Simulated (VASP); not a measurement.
Input of a VASP 6.6.1 run:

File INCAR:

```
SYSTEM = HfO2
ALGO     = Normal         ! electronic algorithm
EDIFF    = 1E-8           ! SCF threshold, eV
ENCUT    = 520            ! plane-wave cutoff, eV
GGA      = PE             ! functional
GGA_COMPAT= .False.      
ISIF     = 2              ! what is computed and relaxed
ISMEAR   = -1             ! smearing method
LASPH    = .True.         ! aspherical terms in the spheres
LCHARG   = .False.        ! write CHGCAR
LEFG     = .True.       
LREAL    = .False.        ! projectors in reciprocal space
LWAVE    = .False.        ! write WAVECAR
NBANDS   = 18             ! bands
NELM     = 120            ! most SCF steps
PREC     = Accurate       ! precision mode
SIGMA    = 0.01           ! smearing width, eV
```

File KPOINTS:

```
k-points
0
Gamma
  9 9 9
  0 0 0
```

The input POSCAR:

```
HfO2
1.0
    0.0000000000      2.6086500000      2.5575000000
    2.6086500000      0.0000000000      2.5575000000
    2.6086500000      2.6086500000      0.0000000000
Hf O
1 2
Direct
    0.0000000000      0.0000000000      0.0000000000
    0.2500000000      0.2500000000      0.2500000000
    0.7500000000      0.7500000000      0.7500000000
```

Potentials or basis: VASP PAW PBE potentials, release 64 (Hf_pv, O).

Command:

```sh
$ cat potpaw_PBE.64/Hf_pv/POTCAR potpaw_PBE.64/O/POTCAR > POTCAR
$ mpirun -np 1 vasp_std > vasp.out
```

**Question.** Estimate the band gap on the k mesh.

**Answer.** 3.53 eV (least direct gap 3.68 eV).

**Question.** What does it give for the pressure?

**Answer.** -14.2 GPa.

Electric field gradients, principal values (V/Å²):
```csv
atom,least,middle,greatest (by size)
1 Hf,-8.924,-8.924,17.848
2 O,3.524,3.524,-7.049
3 O,3.524,3.524,-7.049
```

Caveat: the cell differs from its parent crystal (equal xx and yy strain of +2 %); the stress differs along the axes, from -17 to -9 GPa; without QUAD_EFG the Cq values of the log hold for a quadrupole moment of 1 mb, not for the nuclei; spin-orbit coupling is left out, which moves the levels of the heavy elements. A k mesh can miss the band edges.
